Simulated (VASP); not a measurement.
Write the native input for VASP 6.6.1 that does the following.

```
Task                   : single point
Functional             : RPBE
Dispersion             : D4
Potentials or basis    : VASP PAW PBE potentials, release 64 (Hf_pv, O)
Cutoff                 : 520 eV
k mesh                 : 5 × 5 × 5
Occupations            : fermi-dirac, width 0.05 eV
Spin                   : no spin polarisation
Dipole correction      : no
Further INCAR settings : ALGO = Normal; EDIFF = 1e-06; NBANDS = 56
```

The structure of HfO2 lies in POSCAR:

```
HfO2
1.0
    5.1180000000      0.0000000000      0.0000000000
    0.0000000000      5.1857000000      0.0000000000
   -0.8586630598      0.0000000000      5.2138671406
Hf O
4 8
Direct
    0.2755000000      0.4603000000      0.7080000000
    0.7245000000      0.9603000000      0.7920000000
    0.7245000000      0.5397000000      0.2920000000
    0.2755000000      0.0397000000      0.2080000000
    0.0742000000      0.1684000000      0.8467000000
    0.9258000000      0.6684000000      0.6533000000
    0.9258000000      0.8316000000      0.1533000000
    0.0742000000      0.3316000000      0.3467000000
    0.4487000000      0.7419000000      0.9801000000
    0.5513000000      0.2419000000      0.5199000000
    0.5513000000      0.2581000000      0.0199000000
    0.4487000000      0.7581000000      0.4801000000
```

One way to write it, as run:

INCAR

```
SYSTEM = HfO2
ALGO = Normal ; EDIFF = 1E-6
ENCUT = 520 ; GGA = RP
ISIF = 2 ; ISMEAR = -1
IVDW = 13 ; LASPH = .True.
LCHARG = .False. ; LREAL = .False.
LWAVE = .False. ; NBANDS = 56
NELM = 100 ; PREC = Accurate
SIGMA = 0.05
```

KPOINTS

```
k-points
0
Gamma
  5 5 5
  0 0 0
```

Potentials or basis: VASP PAW PBE potentials, release 64 (Hf_pv, O).

Command:

```console
$ cat potpaw_PBE.64/Hf_pv/POTCAR potpaw_PBE.64/O/POTCAR > POTCAR
$ mpirun -np 1 vasp_std > vasp.out
```

It gave:

```
Pressure                   : 0.2 GPa
Largest force              : 0.469 eV/Å
Band gap on the k mesh     : 4.25 eV (least direct gap 4.31 eV)
Dispersion energy per atom : -0.385 eV
```

Caveat: the PAW data sets were made with another functional, which shifts forces and pressure a little; spin-orbit coupling is left out, which moves the levels of the heavy elements.

It took 3.5 min on 1 thread of Intel(R) Xeon(R) Platinum 8488C (Sapphire Rapids), on a shared host, peak memory 0.38 GiB.
